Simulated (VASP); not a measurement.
Here is a VASP 6.6.1 calculation.

INCAR

```
  ALGO = Normal
  EDIFF = 1E-6
  ENCUT = 520
  GGA = PE
  ISIF = 2
  ISMEAR = 0
  LASPH = True
  LCHARG = False
  LREAL = False
  LWAVE = False
  NBANDS = 59
  NELM = 100
  PREC = Accurate
  SIGMA = 0.1
```

File KPOINTS:

```
k-points
0
Gamma
  8 8 6
```

Contents of POSCAR:

```
Zr3S2
1.0
    4.2184598456     -3.4033454398      0.0000000000
    4.2184598456      3.4033454398      0.0000000000
    0.0000000000      0.0000000000      6.9792489170
Zr S
6 4
Direct
    0.1861193450      0.4158790255      0.9624723732
    0.8138806550      0.5841209745      0.4624723732
    0.5841209745      0.8138806550      0.9624723732
    0.4158790255      0.1861193450      0.4624723732
    0.7520971464      0.2479028536      0.8028295646
    0.2479028536      0.7520971464      0.3028295646
    0.6071327203      0.3928672797      0.1702862953
    0.3928672797      0.6071327203      0.6702862953
    0.0666880046      0.9333119954      0.9926393938
    0.9333119954      0.0666880046      0.4926393938
```

Potentials or basis: VASP PAW PBE potentials, release 64 (Zr_sv, S).

Run with:

```console
$ cat potpaw_PBE.64/Zr_sv/POTCAR potpaw_PBE.64/S/POTCAR > POTCAR
$ mpirun -np 1 vasp_std > vasp.out
```

Problem. Predict the largest force.

Solution. 0.015 eV/Å.

Problem. What does it give for the pressure?

Solution. 0.0 GPa.

Problem. Predict the band gap on the k mesh.

Solution. Zero (band 48 reaches 9.26 eV, above the bottom of band 49 at 8.97 eV).

Forces on the atoms (eV/Å):
```
Zr   0.003 -0.005 -0.001
Zr  -0.003  0.005 -0.001
Zr  -0.003 -0.005 -0.001
Zr   0.003  0.005 -0.001
Zr   0.000  0.007 -0.002
Zr   0.000 -0.007 -0.002
S    0.000 -0.009  0.012
S    0.000  0.009  0.012
S    0.000  0.003 -0.009
S    0.000 -0.003 -0.009
```
